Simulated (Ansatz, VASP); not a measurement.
**One calculation of Ru, two programs**

```
CELL_PARAMETERS angstrom
2.68952 0.00000 0.00000
-1.34476 2.32920 0.00000
0.00000 0.00000 4.25192
ATOMIC_POSITIONS crystal
Ru 0.35788 0.68509 0.23927
Ru 0.64212 0.31491 0.76073
```

Change from the starting cell: atom 1 moved 0.15 Å.

Alike in both runs: task single point; functional PBEsol; k mesh 12 × 12 × 8; occupations gaussian, width 0.15 eV; no spin polarisation.

|  | VASP | Ansatz |
| --- | --- | --- |
| version | VASP 6.6.1 | Ansatz 0.2.0 |
| potentials or method | VASP PAW PBE potentials, release 64 (Ru_pv), cutoff 520 eV | scalar-relativistic, plane waves, PAW |
| valence electrons in the cell | 28 | 32 |

|  | VASP | Ansatz | Ansatz less VASP |
| --- | --- | --- | --- |
| gap on the k mesh at the Fermi level (eV) | none | none | - |
| pressure (GPa) | 2.4 | 2.4 | -0.01 |
| traceless stress, the component that is largest in VASP (GPa) | -2.90 | -2.85 | +0.048 |
| rms of the force components (eV/Å) | 0.919 | 0.909 | -0.0093 |

VASP's potentials were made for PBE, not for PBEsol. Atom by atom the forces differ by 0.011 eV/Å (rms over components). A gap of «none» marks a metal or a gap that the smearing closes. The functional is the same, so the differences come from potentials, cutoffs and numerics. VASP's potentials hold 28 valence electrons a cell and Ansatz's 32, so a difference there can come from the potentials and not from the codes.
